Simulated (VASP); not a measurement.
Input of a VASP 6.6.1 run:

The input INCAR:

```
SYSTEM = Si
ALGO = Normal ; EDIFF = 1E-6
ENCUT = 520 ; GGA = CA
ISIF = 2 ; ISMEAR = 0
LASPH = .True. ; LCHARG = .False.
LREAL = .False. ; LWAVE = .False.
NBANDS = 11 ; NELM = 80
PREC = Accurate ; SIGMA = 0.05
```

Contents of KPOINTS:

```
k-points
0
Gamma
  12 12 12
  0 0 0
```

File POSCAR:

```
Si
1.0
    0.0000000000      2.6664729312      2.5712798475
    2.6664729312      0.0000000000      2.5712798475
    2.6664729312      2.6664729312      0.0000000000
Si
2
Direct
    0.5000000000      0.5000000000      0.5000000000
    0.7500000000      0.7500000000      0.7500000000
```

Potentials or basis: VASP PAW LDA potentials, release 64 (Si).

The run is started by

```console
$ cat potpaw_LDA.64/Si/POTCAR > POTCAR
$ mpirun -np 1 vasp_std > vasp.out
```

Problem. Estimate the band gap on the k mesh.

Solution. Zero (band 4 reaches 6.91 eV, above the bottom of band 5 at 6.81 eV).

Problem. Estimate the pressure.

Solution. 8.5 GPa.

Stress tensor (GPa, compression positive):
```
 7.43  0.00  0.00
 0.00  7.43  0.00
 0.00  0.00 10.55
```
